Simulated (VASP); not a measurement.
# Ru (Fd-3m) in VASP: notebook

The runs below take Ru through single point, with r2SCAN.

Program: VASP 6.6.1. These are calculated values, not measurements. Logs are shortened: lines on timing, memory, paths and dates and some standing lists are left out, and cuts for length are marked.

## Step 1: The cell of the first run

Symmetry: Fd-3m, No. 227, cubic system. Conventional cell: a = 5.265 Å, b = 5.265 Å, c = 5.265 Å, α = 90.00°, β = 90.00°, γ = 90.00°. Ru (site symmetry -43m) has 4 Ru at 2.28 Å within 3.0 Å.

## Step 2: Single point, r2SCAN, collinear spin, ferromagnetic start (volume scaled by 0.92)

POSCAR

```
Ru
1.0
    0.0000000000      2.6323769704      2.6323769704
    2.6323769704      0.0000000000      2.6323769704
    2.6323769704      2.6323769704      0.0000000000
Ru
2
Direct
    0.1250000000      0.1250000000      0.1250000000
    0.8750000000      0.8750000000      0.8750000000
```

INCAR.step1

```
ALGO = Normal ; EDIFF = 1E-4
ENCUT = 520 ; GGA = PE
ISMEAR = -1 ; ISPIN = 2
LASPH = T ; LCHARG = F
LMAXMIX = 4 ; LREAL = F
LWAVE = T ; MAGMOM = 1 1
NBANDS = 25 ; NELM = 150
PREC = Accurate ; SIGMA = 0.05
```

INCAR.step2

```
ALGO = Normal ; EDIFF = 1E-6
ENCUT = 520 ; ISIF = 2
ISMEAR = -1 ; ISPIN = 2
ISTART = 1 ; LASPH = T
LCHARG = F ; LMAXMIX = 4
LMIXTAU = T ; LORBIT = 11
LREAL = F ; LWAVE = F
MAGMOM = 1 1 ; METAGGA = R2SCAN
NBANDS = 25 ; NELM = 150
PREC = Accurate ; SIGMA = 0.05
```

KPOINTS

```
k-points
0
Gamma
  11 11 11
```

Potentials or basis: VASP PAW PBE potentials, release 64 (Ru_pv).

Launch:

```bash
> cat potpaw_PBE.64/Ru_pv/POTCAR > POTCAR
> cp INCAR.step1 INCAR
> mpirun -np 1 vasp_std > vasp.out
> cp INCAR.step2 INCAR
> mpirun -np 1 vasp_std > vasp.out
```

OUTCAR:

```text
EDIFF = 1E-6
   ENCUT = 520
   ISIF = 2
   ISMEAR = -1
   ISPIN = 2
   ISTART = 1
   LASPH = T
   LORBIT = 11
   LREAL = F
   METAGGA = R2SCAN
   NELM = 150
   PREC = Accurate

 ion  position               nearest neighbor table
   1  0.125  0.125  0.125-   2 2.28   2 2.28   2 2.28   2 2.28
   2  0.875  0.875  0.875-   1 2.28   1 2.28   1 2.28   1 2.28

  LATTYP: Found a face centered cubic cell.
 ALAT       =     5.2647539408

  Lattice vectors:

 A1 = (   0.0000000000,   2.6323769704,   2.6323769704)
 A2 = (   2.6323769704,   0.0000000000,   2.6323769704)
 A3 = (   2.6323769704,   2.6323769704,   0.0000000000)

Analysis of symmetry for initial positions (statically):
=====================================================================
 Subroutine PRICEL returns:
 Original cell was already a primitive cell.

 Routine SETGRP: Setting up the symmetry group for a
 face centered cubic supercell.

 Subroutine GETGRP returns: Found 48 space group operations
 (whereof 12 operations were pure point group operations)
 out of a pool of 48 trial point group operations.

The static configuration has the point symmetry D_3d.
 The point group associated with its full space group is O_h .

Analysis of symmetry for dynamics (positions and initial velocities):
=====================================================================
 Subroutine PRICEL returns:
 Original cell was already a primitive cell.

 Routine SETGRP: Setting up the symmetry group for a
 face centered cubic supercell.

 Subroutine GETGRP returns: Found 48 space group operations
 (whereof 12 operations were pure point group operations)
 out of a pool of 48 trial point group operations.

The dynamic configuration has the point symmetry D_3d.
 The point group associated with its full space group is O_h .

Analysis of structural, dynamic, and magnetic symmetry:
=====================================================================
 Subroutine PRICEL returns:
 Original cell was already a primitive cell.

 Routine SETGRP: Setting up the symmetry group for a
 face centered cubic supercell.

 Subroutine GETGRP returns: Found 48 space group operations
 (whereof 12 operations were pure point group operations)
 out of a pool of 48 trial point group operations.

The overall configuration has the point symmetry D_3d.
 The point group associated with its full space group is O_h .

 Subroutine INISYM returns: Found 48 space group operations
 (whereof 12 operations are pure point group operations),
 and found     1 'primitive' translations

----------------------------------------------------------------------------------------

                                     Primitive cell

  volume of cell :      36.4816

  direct lattice vectors                    reciprocal lattice vectors
     0.000000000  2.632376970  2.632376970    -0.189942400  0.189942400  0.189942400
     2.632376970  0.000000000  2.632376970     0.189942400 -0.189942400  0.189942400
     2.632376970  2.632376970  0.000000000     0.189942400  0.189942400 -0.189942400

  length of vectors
     3.722743213  3.722743213  3.722743213     0.328989888  0.328989888  0.328989888

  position of ions in fractional coordinates (direct lattice)
     0.125000000  0.125000000  0.125000000
     0.875000000  0.875000000  0.875000000

  ion indices of the primitive-cell ions
   primitive index   ion index
                 1           1
                 2           2

----------------------------------------------------------------------------------------

 KPOINTS: k-points

Automatic generation of k-mesh.
 Grid dimensions read from file:
 generate k-points for:   11   11   11

 Generating k-lattice:

  Cartesian coordinates                     Fractional coordinates (reciprocal lattice)
    -0.017267491  0.017267491  0.017267491     0.090909091  0.000000000  0.000000000
     0.017267491 -0.017267491  0.017267491     0.000000000  0.090909091  0.000000000
     0.017267491  0.017267491 -0.017267491     0.000000000  0.000000000  0.090909091

  Length of vectors
     0.029908172  0.029908172  0.029908172

  Shift w.r.t. Gamma in fractional coordinates (k-lattice)
     0.000000000  0.000000000  0.000000000

 Subroutine IBZKPT returns following result:
 ===========================================

 Found     56 irreducible k-points:

 Following reciprocal coordinates:
            Coordinates               Weight
  0.000000  0.000000  0.000000      1.000000
  0.090909  0.000000  0.000000      8.000000
  0.181818  0.000000  0.000000      8.000000
  0.272727  0.000000  0.000000      8.000000
  0.363636  0.000000  0.000000      8.000000
  0.454545  0.000000  0.000000      8.000000
[... 16 lines left out ...]
 -0.272727  0.181818  0.000000     24.000000
 -0.181818  0.181818  0.000000     12.000000
 [... further k-points ...]
   k-points           NKPTS =     56   k-points in BZ     NKDIM =     56   number of bands    NBANDS=     25
   number of dos      NEDOS =    301   number of ions     NIONS =      2
   total plane-waves  NPLWV =  21952
   dimension x,y,z NGX =    28 NGY =   28 NGZ =   28
   dimension x,y,z NGXF=    56 NGYF=   56 NGZF=   56
   ions per type =               2
   NGX,Y,Z   is equivalent  to a cutoff of  12.50, 12.50, 12.50 a.u.
   NGXF,Y,Z  is equivalent  to a cutoff of  25.01, 25.01, 25.01 a.u.
 SYSTEM =  unknown system
   PREC   = accura    normal or accurate (medium, high low for compatibility)
   ISTART =      1    job   : 0-new  1-cont  2-samecut
   ICHARG =      0    charge: 1-file 2-atom 10-const
   ISPIN  =      2    spin polarized calculation?
   LNONCOLLINEAR =      F non collinear calculations
   LSORBIT =      F    spin-orbit coupling
   LASPH  =      T    aspherical Exc in radial PAW
   ENCUT  =  520.0 eV  38.22 Ry    6.18 a.u.   6.92  6.92  6.92*2*pi/ulx,y,z
   NELM   =    150;   NELMIN=  2; NELMDL=  0     # of ELM steps
   EDIFF  = 0.1E-05   stopping-criterion for ELM
   LREAL  =      F    real-space projection
   EDIFFG = 0.1E-04   stopping-criterion for IOM
   NSW    =      0    number of steps for IOM
   IBRION =     -1    ionic relax: 0-MD 1-quasi-New 2-CG
   NFREE  =      0    steps in history (QN), initial steepest desc. (CG)
   ISIF   =      2    stress and relaxation
   ISYM   =      2    0-nonsym 1-usesym 2-fastsym
   POTIM  = 0.5000    time-step for ionic-motion
   TEBEG  =    0.0;   TEEND  =   0.0 temperature during run
   PSTRESS=    0.0 pullay stress
   NELECT =      28.0000    total number of electrons
   NUPDOWN=      -1.0000    fix difference up-down
   EMIN   =  10.00;   EMAX   =-10.00  energy-range for DOS
   EFERMI =   0.00;   METHOD = LEGACY
   ISMEAR =    -1;   SIGMA  =   0.05  broadening in eV -4-tet -1-fermi 0-gaus
   EFERMI_NEDOS =   21; number of points for ismear=-14 and -15
   IALGO  =     38    algorithm
   IMIX   =      4    mixing-type and parameters
     AMIX     =   0.40;   BMIX     =  1.00
     AMIX_MAG =   1.60;   BMIX_MAG =  1.00
  volume/ion in A,a.u.               =      18.24       123.10
  Fermi-wavevector in a.u.,A,eV,Ry     =   1.498889  2.832489 30.567771  2.246668
  Thomas-Fermi vector in A             =   2.610590
   LORBIT       =     11    0 simple, 1 ext, 2 COOP (PROOUT), +10 PAW based schemes
   METAGGA = R2SCAN    functional components
   LHFCALC =     F    Hartree Fock is set to
   AEXX    =    0.0000 exact exchange contribution
   IVDW    =     0    specifies the selected vdW correction
   LEPSILON=     F    determine dielectric tensor
   LRPA    =     F    only Hartree local field effects (RPA)
 spin polarized calculation
  energy-cutoff  :      520.00
  volume of cell :       36.48
 maximum number of plane-waves:       998
   NGX = 13   NGY = 13   NGZ = 13

 number of electron      28.0000012 magnetization      -0.0000005

 number of electron      28.0000012 magnetization       0.0000001

 Free energy of the ion-electron system (eV)
  ---------------------------------------------------
  ext. energy  EPLUGINS =         0.00000000
  ---------------------------------------------------
  free energy    TOTEN  =       -48.35741252 eV

  energy without entropy =      -48.34328461  energy(sigma->0) =      -48.35034857

 E-fermi :   8.3847     XC(G=0): -12.7636

 val. band max:        8.3565309363   @ k =   0.2727   0.1818   0.0000
 cond. band min:       8.3881120436   @ k =  -0.4545   0.0909   0.0000
 fundamental gap:      0.0315811073
 Fermi energy:         8.3846652451

 spin component 1

 k-point     1 :       0.0000    0.0000    0.0000
  band No.  band energies     occupation
      1     -36.5002      1.00000
      2     -36.5002      1.00000
      3     -36.5002      1.00000
      4     -35.2483      1.00000
      5     -35.2482      1.00000
      6     -35.2482      1.00000
[... 17 lines left out ...]
     24      23.3898      0.00000
     25      24.8693      0.00000
[... 621 lines left out ...]
      3     -36.4068      1.00000
      4     -35.3439      1.00000
      5     -35.1590      1.00000
      6     -35.0683      1.00000
[... 17 lines left out ...]
     24      23.5233      0.00000
     25      23.7247      0.00000

 [... further k-points ...]

 spin component 2

 k-point     1 :       0.0000    0.0000    0.0000
  band No.  band energies     occupation
      1     -36.5002      1.00000
      2     -36.5002      1.00000
      3     -36.5002      1.00000
      4     -35.2483      1.00000
      5     -35.2482      1.00000
      6     -35.2482      1.00000
[... 17 lines left out ...]
     24      23.3898      0.00000
     25      24.8693      0.00000
[... 621 lines left out ...]
      3     -36.4068      1.00000
      4     -35.3439      1.00000
      5     -35.1590      1.00000
      6     -35.0683      1.00000
[... 17 lines left out ...]
     24      23.5233      0.00000
     25      23.7247      0.00000

 [... further k-points ...]
[... 5 lines left out ...]
  --------------------------------------------------------------------------------------
  -------------------------------------------------------------------------------------
  Total        4.4214653      4.4214653      4.4214653     -0.0000000     -0.0000000      0.0000000
  in kB      194.1791345    194.1791345    194.1791345     -0.0000000     -0.0000000      0.0000000
  external PRESSURE =     194.1791345 kB  Pullay stress =       0.0000000 kB

 VOLUME and BASIS-vectors are now :
 -----------------------------------------------------------------------------
  energy-cutoff  :      520.00
  volume of cell :       36.48
      direct lattice vectors                 reciprocal lattice vectors
     0.000000000  2.632376970  2.632376970    -0.189942400  0.189942400  0.189942400
     2.632376970  0.000000000  2.632376970     0.189942400 -0.189942400  0.189942400
     2.632376970  2.632376970  0.000000000     0.189942400  0.189942400 -0.189942400

 POSITION                                       TOTAL-FORCE (eV/Angst)
 -----------------------------------------------------------------------------------
      0.65809      0.65809      0.65809         0.000000     -0.000000     -0.000000
      4.60666      4.60666      4.60666        -0.000000      0.000000      0.000000
 -----------------------------------------------------------------------------------
    total drift:                                0.000000     -0.000000     -0.000000

  FREE ENERGIE OF THE ION-ELECTRON SYSTEM (eV)
  ---------------------------------------------------
  free  energy   TOTEN  =       -48.3574125234 eV

  energy  without entropy=      -48.3432846100  energy(sigma->0) =      -48.35034857

 total charge

# of ion       s       p       d       tot
------------------------------------------
    1        0.488   6.252   6.220  12.960
    2        0.488   6.252   6.220  12.960
--------------------------------------------------
tot          0.977  12.503  12.440  25.920

 magnetization (x)

# of ion       s       p       d       tot
------------------------------------------
    1        0.000   0.000   0.000   0.000
    2        0.000   0.000   0.000   0.000
--------------------------------------------------
tot          0.000   0.000   0.000   0.000
```

It took 4.1 min on 1 thread of Intel Xeon Platinum 8259CL at 2.50GHz (Skylake/Cascade Lake), shared host; peak memory 0.23 GiB.

What came out:

- Free energy: -48.3574 eV
- Pressure: 19.4 GPa
- Band gap on the k mesh: zero (filled and empty bands overlap)
- Net moment: 0.00 μB per cell
- Valence electrons inside the program's atomic spheres: Ru 12.96

Levels at points of the mesh, in eV from the Fermi level:
Spin up:
| k point | band 10 | band 11 | band 12 | band 13 | band 14 | band 15 | band 16 | band 17 | band 18 | band 19 |
| --- | --- | --- | --- | --- | --- | --- | --- | --- | --- | --- |
| (0.00, 0.00, 0.00) | -3.77 | -3.77 | -3.77 | -0.50 | -0.50 | -0.50 | 2.26 | 2.26 | 9.04 | 9.04 |
Spin down:
```
           k point  band 11  band 12  band 13  band 14  band 15  band 16  band 17  band 18
(0.00, 0.00, 0.00)    -3.77    -3.77    -0.50    -0.50    -0.50     2.26     2.26     9.04
```

Caveat: the PAW data sets were made with another functional, which shifts forces and pressure a little.

[end of part 1 of 2]
